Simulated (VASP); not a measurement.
Input of a VASP 6.6.1 run:

INCAR

```
SYSTEM = KI3
PREC = Accurate
ENCUT = 520
EDIFF = 1E-6
ISMEAR = 0
SIGMA = 0.1
LREAL = .False.
LASPH = .True.
NELM = 60
ALGO = Normal
ISIF = 2
LWAVE = .False.
LCHARG = .True.
GGA = PE
LELF = .True.
LVHAR = .True.
NBANDS = 40
```

File KPOINTS:

```
regular mesh
0
Gamma
  6 6 6
  0 0 0
```

File POSCAR:

```
KI3
1.0
    7.0579555460      0.0000000000      0.0000000000
   -3.5289777730      6.1123688016      0.0000000000
    0.0000000000      0.0000000000      8.2433090240
K I
2 6
Direct
    0.3333333333      0.6666666667      0.2500000000
    0.6666666667      0.3333333333      0.7500000000
    0.8330674515      0.6661349030      0.2500000000
    0.1669325485      0.8330674515      0.7500000000
    0.3338650970      0.1669325485      0.2500000000
    0.1669325485      0.3338650970      0.7500000000
    0.8330674515      0.1669325485      0.2500000000
    0.6661349030      0.8330674515      0.7500000000
```

Potentials or basis: VASP PAW PBE potentials, release 64 (K_sv, I).

The run is started by

```console
$ cat potpaw_PBE.64/K_sv/POTCAR potpaw_PBE.64/I/POTCAR > POTCAR
$ mpirun -np 1 vasp_std > vasp.out
```

**Question.** Predict the pressure.

**Answer.** 0.0 GPa.

**Question.** Estimate the band gap on the k mesh.

**Answer.** Zero (bands 30 and 31 overlap by 0.95 eV).

Caveat: spin-orbit coupling is left out, which moves the levels of the heavy elements.
